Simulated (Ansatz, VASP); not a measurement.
Si in VASP and in Ansatz

```
Si
1.0
     0.00000    2.73479    2.73479
     2.73479    0.00000    2.73479
     2.73479    2.73479    0.00000
Si
2
Cartesian
  0.0000 0.0000 0.0000
  1.3674 1.3674 1.3674
```

Alike in both runs: functional PBE; k mesh 10 × 10 × 10; occupations gaussian, width 0.02 eV; no spin polarisation.

Ansatz relaxed the structure, and its values are those at the end. VASP's run is a single point on that final structure, the one shown.

```csv
,VASP,Ansatz
version,VASP 6.6.1,Ansatz 0.2.0
potentials or method,"VASP PAW PBE potentials, release 64 (Si), cutoff 500 eV","scalar-relativistic, plane waves, PAW"
valence electrons in the cell,8,8
```

|  | VASP | Ansatz | Ansatz less VASP |
| --- | --- | --- | --- |
| gap on the k mesh at the Fermi level (eV) | 0.62 | 0.62 | -0.001 |
| least direct gap on the mesh (eV) | 2.56 | 2.55 | -0.005 |
| pressure (GPa) | 0.0 | 0.0 | +0.05 |
